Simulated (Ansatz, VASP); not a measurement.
LiTl3B4: VASP beside Ansatz

```xyz
8
Lattice="6.3196 0.0000 0.0000 0.0000 6.3196 0.0000 0.0000 0.0000 4.0523" Properties=species:S:1:pos:R:3 pbc="T T T"
Li    3.1598    3.1598    2.0262
Tl    0.0000    0.0000    2.0262
Tl    0.0000    3.1598    2.0262
Tl    3.1598    0.0000    2.0262
B     3.9870    3.9870    0.0000
B     3.9870    2.3326    0.0000
B     2.3326    3.9870    0.0000
B     2.3326    2.3326    0.0000
```

Alike in both runs: functional PBE; k mesh 6 × 6 × 12; occupations gaussian, width 0.1 eV; no spin polarisation.

Ansatz relaxed the structure, and its values are those at the end. VASP's run is a single point on that final structure, the one shown.

|  | VASP | Ansatz |
| --- | --- | --- |
| version | VASP 6.6.1 | Ansatz 0.2.0 |
| potentials or method | VASP PAW PBE potentials, release 64 (Li_sv, Tl_d, B), cutoff 520 eV | scalar-relativistic, plane waves, PAW |
| valence electrons in the cell | 54 | 54 |

VASP gave:

| Item | Value |
| --- | --- |
| gap on the k mesh at the Fermi level (eV) | none |
| rms of the force components (eV/Å) | 0.008 |

Task: What did Ansatz give for the same quantities?

Result: gap on the k mesh at the Fermi level (eV): none; rms of the force components (eV/Å): 0.000.

A gap of «none» marks a metal or a gap that the smearing closes.

Spin-orbit coupling is off throughout. Noted on VASP's run: the cutoff is short for stress, so the pressure is rough.
